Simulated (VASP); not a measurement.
A run of VASP 6.6.1:

The input INCAR:

```
  PREC = Accurate
  ENCUT = 520
  EDIFF = 1E-6
  ISMEAR = 0
  SIGMA = 0.15
  LREAL = False
  LASPH = True
  NELM = 60
  ALGO = Fast
  ISIF = 2
  LWAVE = False
  LCHARG = False
  GGA = PS
  NBANDS = 13
```

Contents of KPOINTS:

```
regular mesh
0
Gamma
  22 22 22
```

Contents of POSCAR:

```
Sn
1.0
   -1.8255851467      1.8255851467      1.9192048979
    1.8255851467     -1.8255851467      1.9192048979
    1.8255851467      1.8255851467     -1.9192048979
Sn
1
Direct
    0.0000000000      0.0000000000      0.0000000000
```

Potentials or basis: VASP PAW PBE potentials, release 64 (Sn_d).

Launch:

```bash
$ cat potpaw_PBE.64/Sn_d/POTCAR > POTCAR
$ mpirun -np 1 vasp_std > vasp.out
```

Hardware: 1 thread of AMD EPYC 9R45 96-Core Processor (Zen 5) (shared host).

Q: Estimate the wall time of this run.

A: Run time: 2.1 min on 1 thread of AMD EPYC 9R45 96-Core Processor (Zen 5), on a shared host, peak memory 0.32 GiB. Counts: scf iterations 12, k points 834.
